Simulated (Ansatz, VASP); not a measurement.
Two plane-wave programs on NaF

File INCAR:

```
SYSTEM = NaF
PREC = Accurate ; ENCUT = 600
EDIFF = 1E-7 ; ISMEAR = -1
SIGMA = 0.02 ; LREAL = .FALSE.
LASPH = .TRUE. ; NELM = 100
ALGO = Normal ; ISIF = 3
LWAVE = .FALSE. ; LCHARG = .FALSE.
GGA = PE ; IBRION = 2
NSW = 80 ; EDIFFG = -0.01
```

KPOINTS

```
regular mesh
0
G
  10 10 10
  0 0 0
```

POSCAR

```
NaF
1.0
    0.0000000000      2.3200000000      2.3200000000
    2.3200000000      0.0000000000      2.3200000000
    2.3200000000      2.3200000000      0.0000000000
Na F
1 1
Direct
    0.0000000000      0.0000000000      0.0000000000
    0.5000000000      0.5000000000      0.5000000000
```

Input for Ansatz:

```yaml
crystal:
  lattice:
    - [0.0, 2.32, 2.32]
    - [2.32, 0.0, 2.32]
    - [2.32, 2.32, 0.0]
  atoms:
    - { symbol: Na, position: [0.0, 0.0, 0.0] }
    - { symbol: F, position: [0.5, 0.5, 0.5] }
  symmetry: { tolerance: 0.0003 }
hamiltonian:
  xc: pbe
  pseudopotentials: { kind: paw, azcp: { folder: soft_1 } }
basis:
  ecutwfc: 420
magnetization:
  spin_polarized: false
scf:
  occupations: { method: fermi_dirac, width: 0.02 }
kpoints:
  mp_grid: { grid: [10, 10, 10], shift: [0, 0, 0] }
output:
  forces: true
  stress: true
  eigenvalues: true
relax:
  max_steps: 60
  cell: {}
```

Alike in both runs: task relaxation of cell and atoms; functional PBE; k mesh 10 × 10 × 10; occupations fermi-dirac, width 0.02 eV; no spin polarisation.

|  | VASP | Ansatz |
| --- | --- | --- |
| version | VASP 6.6.1 | Ansatz 0.2.0 |
| potentials or method | VASP PAW PBE potentials, release 64 (Na_pv, F), cutoff 600 eV | PAW plane waves |
| valence electrons in the cell | 14 | 16 |

```tsv
	VASP	Ansatz	Ansatz less VASP
gap on the k mesh at the Fermi level, each at its own relaxed structure (eV)	6.09	6.09	+0.003
relaxed volume (Å³/atom)	12.95	12.98	+0.025
relaxed cell length with the largest relative difference (Å)	3.321	3.324	+0.0022
```

VASP's potentials hold 14 valence electrons a cell and Ansatz's 16, so a difference there can come from the potentials and not from the codes.
